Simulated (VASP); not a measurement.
Wanted: the native input for a VASP 6.6.1 run.

* Task: single point
* Functional: PBEsol
* Potentials or basis: VASP PAW PBE potentials, release 64 (In_d, As)
* Cutoff: 520 eV
* k mesh: 14 × 14 × 14
* Occupations: gaussian, width 0.05 eV
* Spin: no spin polarisation
* Dipole correction: no
* Further INCAR settings: ALGO = Normal; EDIFF = 1e-06; NBANDS = 16

The structure of InAs lies in POSCAR:

```
InAs
1.0
    0.0000000000      2.8715961958      2.8715961958
    2.8715961958      0.0000000000      2.8715961958
    2.8715961958      2.8715961958      0.0000000000
In As
1 1
Direct
    0.0000000000      0.0000000000      0.0000000000
    0.2500000000      0.2500000000      0.2500000000
```

The input as run:

INCAR

```
SYSTEM = InAs
PREC     = Accurate       ! precision mode
ENCUT    = 520            ! plane-wave cutoff, eV
EDIFF    = 1E-6           ! SCF threshold, eV
ISMEAR   = 0              ! smearing method
SIGMA    = 0.05           ! smearing width, eV
LREAL    = .FALSE.        ! projectors in reciprocal space
LASPH    = .TRUE.         ! aspherical terms in the spheres
NELM     = 100            ! most SCF steps
ALGO     = Normal         ! electronic algorithm
ISIF     = 2              ! what is computed and relaxed
LWAVE    = .FALSE.        ! write WAVECAR
LCHARG   = .FALSE.        ! write CHGCAR
GGA      = PS             ! functional
NBANDS   = 16             ! bands
```

KPOINTS

```
Automatic mesh
0
G
  14 14 14
  0 0 0
```

Potentials or basis: VASP PAW PBE potentials, release 64 (In_d, As).

Launch:

```bash
$ cat potpaw_PBE.64/In_d/POTCAR potpaw_PBE.64/As/POTCAR > POTCAR
$ mpirun -np 1 vasp_std > vasp.out
```

It gave:

```json
{"Pressure": "14.8 GPa", "Band gap on the k mesh": "0.50 eV"}
```

Caveat: the cell stands under pressure; the PAW data sets were made with another functional, which shifts forces and pressure a little; spin-orbit coupling is left out, which moves the levels of the heavy elements.

Wall time 2 min on 1 thread of Intel Xeon 8259CL, on a shared host, peak memory 0.23 GiB.
